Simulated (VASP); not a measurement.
Input of a VASP 6.6.1 run:

Contents of INCAR:

```
PREC = Accurate
ENCUT = 520
EDIFF = 1E-6
ISMEAR = -1
SIGMA = 0.1
LREAL = Auto
LASPH = True
NELM = 60
ALGO = Normal
ISIF = 2
LWAVE = False
LCHARG = False
GGA = CA
NBANDS = 46
```

Contents of KPOINTS:

```
regular mesh
0
Gamma
  9 9 2
```

POSCAR

```
SiC
1.0
    1.5404860000      2.6681980000      0.0000000000
   -1.5404860000      2.6681980000      0.0000000000
    0.0000000000      0.0000000000     20.1589060000
Si C
8 8
Direct
    0.3333000000      0.3334000000      0.2500000000
    0.6666000000      0.6667000000      0.7500000000
    0.3333000000      0.3334000000      0.6250000000
    0.6666000000      0.6667000000      0.1250000000
    0.0000000000      0.0000000000      0.0000000000
    0.0000000000      0.0000000000      0.5000000000
    0.3333000000      0.3334000000      0.8750000000
    0.6666000000      0.6667000000      0.3750000000
    0.3333000000      0.3334000000      0.9690000000
    0.6666000000      0.6667000000      0.4690000000
    0.0000000000      0.0000000000      0.0940000000
    0.0000000000      0.0000000000      0.5940000000
    0.3333000000      0.3334000000      0.3440000000
    0.6666000000      0.6667000000      0.8440000000
    0.3333000000      0.3334000000      0.7190000000
    0.6666000000      0.6667000000      0.2190000000
```

Potentials or basis: VASP PAW LDA potentials, release 64 (Si, C).

Command:

```sh
$ cat potpaw_LDA.64/Si/POTCAR potpaw_LDA.64/C/POTCAR > POTCAR
$ mpirun -np 1 vasp_std > vasp.out
```

(1) Predict the band gap on the k mesh.

(2) Estimate the largest force.

Answers

(1) 1.83 eV (least direct gap 2.90 eV).

(2) 0.145 eV/Å.

Caveat: the cell stands under tension; an odd mesh through Γ misses points on the zone boundary, where band edges can lie.
